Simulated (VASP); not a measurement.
# Ti2C (Fd-3m) in VASP: notebook, part 2 of 2

VASP 6.6.1. Earlier steps stand in the parts before.

### Step 4. Single point, PBEsol (14.32 Å³/atom)

This run uses another cell than the first one, of 14.32 Å³/atom.

The input, INCAR:

```
SYSTEM = Ti2C
PREC = Accurate
ENCUT = 520
EDIFF = 1E-6
ISMEAR = 0
SIGMA = 0.1
LREAL = .FALSE.
LASPH = .TRUE.
NELM = 80
ALGO = Normal
ISIF = 2
LWAVE = .FALSE.
LCHARG = .FALSE.
GGA = PS
NBANDS = 68
```

The input, KPOINTS:

```
regular mesh
0
G
  8 8 8
  0 0 0
```

The input, POSCAR:

```
Ti2C
1.0
    0.0000000000      4.4125534878      4.4125534878
    4.4125534878      0.0000000000      4.4125534878
    4.4125534878      4.4125534878      0.0000000000
Ti C
8 4
Direct
    0.8477320290      0.3840893237      0.3840893237
    0.3840893237      0.3840893237      0.3840893237
    0.3840893237      0.3840893237      0.8477320290
    0.8659106763      0.4022679710      0.8659106763
    0.8659106763      0.8659106763      0.8659106763
    0.4022679710      0.8659106763      0.8659106763
    0.8659106763      0.8659106763      0.4022679710
    0.3840893237      0.8477320290      0.3840893237
    0.6250000000      0.6250000000      0.6250000000
    0.1250000000      0.6250000000      0.6250000000
    0.6250000000      0.6250000000      0.1250000000
    0.6250000000      0.1250000000      0.6250000000
```

Potentials or basis: VASP PAW PBE potentials, release 64 (Ti_sv, C).

Command:

```
> cat potpaw_PBE.64/Ti_sv/POTCAR potpaw_PBE.64/C/POTCAR > POTCAR
> mpirun -np 1 vasp_std > vasp.out
```

OUTCAR:

```text
SYSTEM = Ti2C
   PREC = Accurate
   ENCUT = 520
   EDIFF = 1E-6
   ISMEAR = 0
   LREAL = .FALSE.
   LASPH = .TRUE.
   NELM = 80
   ISIF = 2
   GGA = PS

 ion  position               nearest neighbor table
   1  0.848  0.384  0.384-   9 2.13  11 2.13  12 2.13   2 2.89   3 2.89   8 2.89
   2  0.384  0.384  0.384-  10 2.13  11 2.13  12 2.13   1 2.89   3 2.89   8 2.89
   3  0.384  0.384  0.848-   9 2.13  10 2.13  12 2.13   1 2.89   2 2.89   8 2.89
   4  0.866  0.402  0.866-   9 2.13  10 2.13  11 2.13   5 2.89   6 2.89   7 2.89
   5  0.866  0.866  0.866-  10 2.13  11 2.13  12 2.13   4 2.89   6 2.89   7 2.89
   6  0.402  0.866  0.866-   9 2.13  11 2.13  12 2.13   4 2.89   5 2.89   7 2.89
   7  0.866  0.866  0.402-   9 2.13  10 2.13  12 2.13   4 2.89   5 2.89   6 2.89
   8  0.384  0.848  0.384-   9 2.13  10 2.13  11 2.13   1 2.89   2 2.89   3 2.89
   9  0.625  0.625  0.625-   1 2.13   3 2.13   4 2.13   6 2.13   7 2.13   8 2.13
  10  0.125  0.625  0.625-   2 2.13   5 2.13   4 2.13   3 2.13   7 2.13   8 2.13
  11  0.625  0.625  0.125-   2 2.13   5 2.13   4 2.13   1 2.13   6 2.13   8 2.13
  12  0.625  0.125  0.625-   2 2.13   5 2.13   3 2.13   1 2.13   6 2.13   7 2.13

  LATTYP: Found a face centered cubic cell.
 ALAT       =     8.8251069756

  Lattice vectors:

 A1 = (   0.0000000000,   4.4125534878,   4.4125534878)
 A2 = (   4.4125534878,   0.0000000000,   4.4125534878)
 A3 = (   4.4125534878,   4.4125534878,   0.0000000000)

Analysis of symmetry for initial positions (statically):
=====================================================================
 Subroutine PRICEL returns:
 Original cell was already a primitive cell.

 Routine SETGRP: Setting up the symmetry group for a
 face centered cubic supercell.

 Subroutine GETGRP returns: Found 48 space group operations
 (whereof 24 operations were pure point group operations)
 out of a pool of 48 trial point group operations.

The static configuration has the point symmetry T_d .
 The point group associated with its full space group is O_h .

Analysis of symmetry for dynamics (positions and initial velocities):
=====================================================================
 Subroutine PRICEL returns:
 Original cell was already a primitive cell.

 Routine SETGRP: Setting up the symmetry group for a
 face centered cubic supercell.

 Subroutine GETGRP returns: Found 48 space group operations
 (whereof 24 operations were pure point group operations)
 out of a pool of 48 trial point group operations.

The dynamic configuration has the point symmetry T_d .
 The point group associated with its full space group is O_h .

 Subroutine INISYM returns: Found 48 space group operations
 (whereof 24 operations are pure point group operations),
 and found     1 'primitive' translations

----------------------------------------------------------------------------------------

                                     Primitive cell

  volume of cell :     171.8304

  direct lattice vectors                    reciprocal lattice vectors
     0.000000000  4.412553488  4.412553488    -0.113313074  0.113313074  0.113313074
     4.412553488  0.000000000  4.412553488     0.113313074 -0.113313074  0.113313074
     4.412553488  4.412553488  0.000000000     0.113313074  0.113313074 -0.113313074

  length of vectors
[... 88 lines left out ...]
   dimension x,y,z NGXF=    96 NGYF=   96 NGZF=   96
   ions per type =               8   4
   NGX,Y,Z   is equivalent  to a cutoff of  12.79, 12.79, 12.79 a.u.
   NGXF,Y,Z  is equivalent  to a cutoff of  25.58, 25.58, 25.58 a.u.
 SYSTEM =  Ti2C
   PREC   = accura    normal or accurate (medium, high low for compatibility)
   ISTART =      0    job   : 0-new  1-cont  2-samecut
   ICHARG =      2    charge: 1-file 2-atom 10-const
   ISPIN  =      1    spin polarized calculation?
   LNONCOLLINEAR =      F non collinear calculations
   LSORBIT =      F    spin-orbit coupling
   LASPH  =      T    aspherical Exc in radial PAW
   ENCUT  =  520.0 eV  38.22 Ry    6.18 a.u.  11.60 11.60 11.60*2*pi/ulx,y,z
   NELM   =     80;   NELMIN=  2; NELMDL= -5     # of ELM steps
   EDIFF  = 0.1E-05   stopping-criterion for ELM
   LREAL  =      F    real-space projection
   EDIFFG = 0.1E-04   stopping-criterion for IOM
   NSW    =      0    number of steps for IOM
   IBRION =     -1    ionic relax: 0-MD 1-quasi-New 2-CG
   NFREE  =      0    steps in history (QN), initial steepest desc. (CG)
   ISIF   =      2    stress and relaxation
   ISYM   =      2    0-nonsym 1-usesym 2-fastsym
   POTIM  = 0.5000    time-step for ionic-motion
   TEBEG  =    0.0;   TEEND  =   0.0 temperature during run
   PSTRESS=    0.0 pullay stress
   NELECT =     112.0000    total number of electrons
   NUPDOWN=      -1.0000    fix difference up-down
   EMIN   =  10.00;   EMAX   =-10.00  energy-range for DOS
   EFERMI =   0.00;   METHOD = LEGACY
   ISMEAR =     0;   SIGMA  =   0.10  broadening in eV -4-tet -1-fermi 0-gaus
   EFERMI_NEDOS =   21; number of points for ismear=-14 and -15
   IALGO  =     38    algorithm
   IMIX   =      4    mixing-type and parameters
     AMIX     =   0.40;   BMIX     =  1.00
     AMIX_MAG =   1.60;   BMIX_MAG =  1.00
  volume/ion in A,a.u.               =      14.32        96.63
  Fermi-wavevector in a.u.,A,eV,Ry     =   1.419431  2.682335 27.412793  2.014783
  Thomas-Fermi vector in A             =   2.540452
   LORBIT       =      0    0 simple, 1 ext, 2 COOP (PROOUT), +10 PAW based schemes
   GGA     = PS    functional components
   LHFCALC =     F    Hartree Fock is set to
   AEXX    =    0.0000 exact exchange contribution
   IVDW    =     0    specifies the selected vdW correction
   LEPSILON=     F    determine dielectric tensor
   LRPA    =     F    only Hartree local field effects (RPA)
 non-spin polarized calculation
 Gauss-broadening in eV      SIGMA  =   0.10
  energy-cutoff  :      520.00
  volume of cell :      171.83
 maximum number of plane-waves:      4656
 NGX is ok and might be reduce to    48
   NGX = 23   NGY = 23   NGZ = 23

 number of electron     111.9999999 magnetization

 Free energy of the ion-electron system (eV)
  ---------------------------------------------------
  ext. energy  EPLUGINS =         0.00000000
  ---------------------------------------------------
  free energy    TOTEN  =      -113.23154807 eV

  energy without entropy =     -113.20976116  energy(sigma->0) =     -113.22065461

 E-fermi :   7.2988     XC(G=0): -11.5171

 val. band max:        7.2980422698   @ k =   0.2500   0.2500   0.0000
 cond. band min:       7.3273469313   @ k =   0.2500   0.0000   0.0000
 fundamental gap:      0.0293046615
 Fermi energy:         7.2987680048

 k-point     1 :       0.0000    0.0000    0.0000
  band No.  band energies     occupation
      1     -49.2900      2.00000
      2     -49.2346      2.00000
      3     -49.2166      2.00000
      4     -49.2166      2.00000
      5     -49.2166      2.00000
      6     -49.1984      2.00000
[... 1693 lines left out ...]
     67       9.4208      0.00000
     68       9.5191      0.00000

 [... further k-points ...]

------------------------ aborting loop because EDIFF is reached ----------------------------------------

  FORCE on cell =-STRESS in cart. coord.  units (eV):
  Direction    XX          YY          ZZ          XY          YZ          ZX
  --------------------------------------------------------------------------------------
  -------------------------------------------------------------------------------------
  Total      -12.2473488    -12.2473488    -12.2473488      0.0000000     -0.0000000      0.0000000
  in kB     -114.1964815   -114.1964815   -114.1964815      0.0000000     -0.0000000      0.0000000
  external PRESSURE =    -114.1964815 kB  Pullay stress =       0.0000000 kB

 VOLUME and BASIS-vectors are now :
 -----------------------------------------------------------------------------
  energy-cutoff  :      520.00
  volume of cell :      171.83
      direct lattice vectors                 reciprocal lattice vectors
     0.000000000  4.412553488  4.412553488    -0.113313074  0.113313074  0.113313074
     4.412553488  0.000000000  4.412553488     0.113313074 -0.113313074  0.113313074
     4.412553488  4.412553488  0.000000000     0.113313074  0.113313074 -0.113313074

 POSITION                                       TOTAL-FORCE (eV/Angst)
 -----------------------------------------------------------------------------------
      3.38963      5.43548      5.43548        -0.013564      0.013564      0.013564
      3.38963      3.38963      3.38963        -0.013564     -0.013564     -0.013564
      5.43548      5.43548      3.38963         0.013564      0.013564     -0.013564
      5.59591      7.64175      5.59591        -0.013564      0.013564     -0.013564
      7.64175      7.64175      7.64175         0.013564      0.013564      0.013564
      7.64175      5.59591      5.59591         0.013564     -0.013564     -0.013564
      5.59591      5.59591      7.64175        -0.013564     -0.013564      0.013564
      5.43548      3.38963      5.43548         0.013564     -0.013564      0.013564
      5.51569      5.51569      5.51569         0.000000      0.000000      0.000000
      5.51569      3.30942      3.30942         0.000000      0.000000      0.000000
      3.30942      3.30942      5.51569         0.000000      0.000000      0.000000
      3.30942      5.51569      3.30942         0.000000      0.000000      0.000000
 -----------------------------------------------------------------------------------
    total drift:                                0.000000      0.000000      0.000000

  FREE ENERGIE OF THE ION-ELECTRON SYSTEM (eV)
  ---------------------------------------------------
  free  energy   TOTEN  =      -113.2315480657 eV

  energy  without entropy=     -113.2097611611  energy(sigma->0) =     -113.22065461
```

Wall time 3.8 min (1 thread of Intel Xeon 6975P-C (Granite Rapids), shared host); peak memory 0.47 GiB.

Results:

- Free energy: -113.2315 eV
- Pressure: -11.4 GPa
- Largest force: 0.023 eV/Å
- Band gap on the k mesh: zero (bands 56 and 57 overlap by 0.37 eV)

Forces in eV/Å, atoms in the order of the input:
```
Ti  -0.014  0.014  0.014
Ti  -0.014 -0.014 -0.014
Ti   0.014  0.014 -0.014
Ti  -0.014  0.014 -0.014
Ti   0.014  0.014  0.014
Ti   0.014 -0.014 -0.014
Ti  -0.014 -0.014  0.014
Ti   0.014 -0.014  0.014
C    0.000  0.000  0.000
C    0.000  0.000  0.000
C    0.000  0.000  0.000
C    0.000  0.000  0.000
```

Levels at points of the mesh, in eV from the Fermi level:
| k point | band 54 | band 55 | band 56 | band 57 | band 58 | band 59 |
| --- | --- | --- | --- | --- | --- | --- |
| (0.00, 0.00, 0.00) | -0.55 | -0.55 | 0.31 | 0.70 | 0.70 | 0.70 |
| (0.50, 0.00, 0.00) | -0.64 | -0.64 | -0.25 | 0.50 | 0.68 | 0.68 |
| (0.50, 0.50, 0.00) | -0.54 | -0.46 | -0.46 | 0.36 | 0.36 | 0.63 |

Caveat: the cell stands under tension; the PAW data sets were made with another functional, which shifts forces and pressure a little.

### Step 5. Overview

```csv
cell,gap on the mesh (eV),pressure (GPa),largest force (eV/Å)
"a = 6.105 Å, angles 60.0°, 12 atoms, atomic positions A",none,-4.0,0.02
"a = 6.164 Å, angles 60.0°, 12 atoms, atomic positions B",none,-7.5,0.02
"a = 6.240 Å, angles 60.0°, 12 atoms, atomic positions C",none,-11.4,0.02
```

Alike in all rows: task single point; level PBEsol; potentials or basis VASP PAW PBE potentials, release 64 (Ti_sv, C); no spin polarisation; k mesh 8 × 8 × 8; cutoff (eV) 520; smearing gaussian 0.1 eV.

Caveats: the cell stands under tension; the PAW data sets were made with another functional, which shifts forces and pressure a little.

Absolute energies hang on the potentials; compare differences alone.
